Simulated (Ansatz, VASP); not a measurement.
## AlCo: VASP beside Ansatz

The input INCAR:

```
SYSTEM = AlCo
ALGO     = Normal         ! electronic algorithm
EDIFF    = 1E-6           ! SCF threshold, eV
ENCUT    = 600            ! plane-wave cutoff, eV
GGA      = PS             ! functional
GGA_COMPAT= .False.      
ISIF     = 2              ! what is computed and relaxed
ISMEAR   = -1             ! smearing method
ISPIN    = 2              ! spin polarisation
LASPH    = .True.         ! aspherical terms in the spheres
LCHARG   = .True.         ! write CHGCAR
LELF     = .True.         ! ELF
LMAXMIX  = 4              ! l up to which the mixer works
LORBIT   = 11             ! projections on sites
LREAL    = .False.        ! projectors in reciprocal space
LVHAR    = .True.       
LWAVE    = .False.        ! write WAVECAR
MAGMOM   = 2 0            ! initial moments
NBANDS   = 21             ! bands
NELM     = 200            ! most SCF steps
NUPDOWN  = 2.0            ! fixed moment
PREC     = Accurate       ! precision mode
SIGMA    = 0.05           ! smearing width, eV
```

The input KPOINTS:

```
k-points
0
Gamma
  8 8 8
  0 0 0
```

File POSCAR:

```
AlCo
1.0
    2.8194032100      0.0000000000      0.0000000000
    0.0000000000      2.8194032100      0.0000000000
    0.0000000000      0.0000000000      2.8194032100
Co Al
1 1
Direct
    0.5000000000      0.5000000000      0.5000000000
    0.0000000000      0.0000000000      0.0000000000
```

input.yaml

```yaml
crystal:
  lattice:
    - [2.81940321, 0.0, 0.0]
    - [0.0, 2.81940321, 0.0]
    - [0.0, 0.0, 2.81940321]
  atoms:
    - { symbol: Co, position: [0.5, 0.5, 0.5], spin: 2.0 }
    - { symbol: Al, position: [0.0, 0.0, 0.0] }
hamiltonian:
  xc: pbesol
  pseudopotentials: { kind: paw }
magnetization:
  spin_polarized: true
  initial_magnetization: 2.0
  spin_locking: { lock_magnetization: hard }
kpoints:
  mp_grid: { grid: [8, 8, 8] }
scf:
  occupations: { method: fermi_dirac, width: 0.05 }
  lower_state_search: "off"
output:
  forces: true
  stress: true
  eigenvalues: true
  write_density: true
  write_potential: true
  elf: true
  volumetric_format: npy
```

Alike in both runs: task single point; functional PBEsol; k mesh 8 × 8 × 8; occupations fermi-dirac, width 0.05 eV; collinear spin; fixed moment 2 μB.

|  | VASP | Ansatz |
| --- | --- | --- |
| version | VASP 6.6.1 | Ansatz 0.2.0 |
| potentials or method | VASP PAW PBE potentials, release 64 (Co_sv, Al) | Ansatz PAW |
| plane-wave cutoff (eV) | 600 | 420 |
| valence electrons in the cell | 20 | 20 |

Ansatz gave:

| Quantity | Value |
| --- | --- |
| pressure (GPa) | 19.4 |
| net moment per atom (μB) | 1.00 |
| size of the moment on the site where the two differ most (μB) | 1.71 |

Q: Estimate VASP's values.

A: Pressure (GPa): 18.0; net moment per atom (μB): 1.00; size of the moment on the site where the two differ most (μB): 1.65.

VASP's potentials were made for PBE, not for PBEsol. Site moments also hang on the region over which each program counts them.
